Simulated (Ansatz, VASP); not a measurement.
# ZnSe3: VASP beside Ansatz

File INCAR:

```
  ALGO = Normal
  EDIFF = 1E-6
  EDIFFG = -0.01
  ENCUT = 600
  GGA = PE
  IBRION = 2
  ISIF = 3
  ISMEAR = 0
  LASPH = T
  LCHARG = F
  LREAL = F
  LWAVE = F
  NELM = 60
  NSW = 100
  PREC = Accurate
  SIGMA = 0.1
```

Contents of KPOINTS:

```
k-points
0
Gamma
  6 6 8
```

POSCAR

```
ZnSe3
1.0
    6.2711014769      0.0000000000      0.0000000000
   -3.1355507385      5.4309331887      0.0000000000
    0.0000000000      0.0000000000      4.6665778580
Zn Se
2 6
Direct
    0.3333333333      0.6666666667      0.2500000000
    0.6666666667      0.3333333333      0.7500000000
    0.8233865561      0.6467731122      0.2500000000
    0.1766134439      0.8233865561      0.7500000000
    0.3532268878      0.1766134439      0.2500000000
    0.1766134439      0.3532268878      0.7500000000
    0.8233865561      0.1766134439      0.2500000000
    0.6467731122      0.8233865561      0.7500000000
```

Input for Ansatz:

```yaml
crystal:
  lattice:
    - [6.2711014769, 0.0, 0.0]
    - [-3.1355507385, 5.4309331887, 0.0]
    - [0.0, 0.0, 4.666577858]
  atoms:
    - { symbol: Zn, position: [0.3333333333, 0.6666666667, 0.25] }
    - { symbol: Zn, position: [0.6666666667, 0.3333333333, 0.75] }
    - { symbol: Se, position: [0.8233865561, 0.6467731122, 0.25] }
    - { symbol: Se, position: [0.1766134439, 0.8233865561, 0.75] }
    - { symbol: Se, position: [0.3532268878, 0.1766134439, 0.25] }
    - { symbol: Se, position: [0.1766134439, 0.3532268878, 0.75] }
    - { symbol: Se, position: [0.8233865561, 0.1766134439, 0.25] }
    - { symbol: Se, position: [0.6467731122, 0.8233865561, 0.75] }
basis:
  ecutwfc: 420
kpoints:
  mp_grid: { grid: [6, 6, 8] }
hamiltonian:
  xc: pbe
scf:
  occupations: { method: gaussian, width: 0.1 }
output:
  forces: true
  stress: true
  eigenvalues: true
relax:
  adjacent_minimum: "off"
  f_tol: 0.01
  max_steps: 80
  cell: { stress_tol: 0.05 }
```

Alike in both runs: task relaxation of cell and atoms; functional PBE; k mesh 6 × 6 × 8; occupations gaussian, width 0.1 eV; no spin polarisation.

|  | VASP | Ansatz |
| --- | --- | --- |
| version | VASP 6.6.1 | Ansatz 0.2.0 |
| potentials or method | VASP PAW PBE potentials, release 64 (Zn, Se), cutoff 600 eV | scalar-relativistic, plane waves, PAW |
| valence electrons in the cell | 60 | 120 |

Ansatz gave:

- gap on the k mesh at the Fermi level, each at its own relaxed structure (eV): none
- relaxed volume (Å³/atom): 21.23
- relaxed length of the cell vector where the two differ most in proportion (Å): 3.585

Estimate VASP's values.

gap on the k mesh at the Fermi level, each at its own relaxed structure (eV): none; relaxed volume (Å³/atom): 21.24; relaxed length of the cell vector where the two differ most in proportion (Å): 3.588.

A gap of «none» marks a metal or a gap that the smearing closes. VASP's potentials hold 60 valence electrons a cell and Ansatz's 120, so a difference there can come from the potentials and not from the codes.
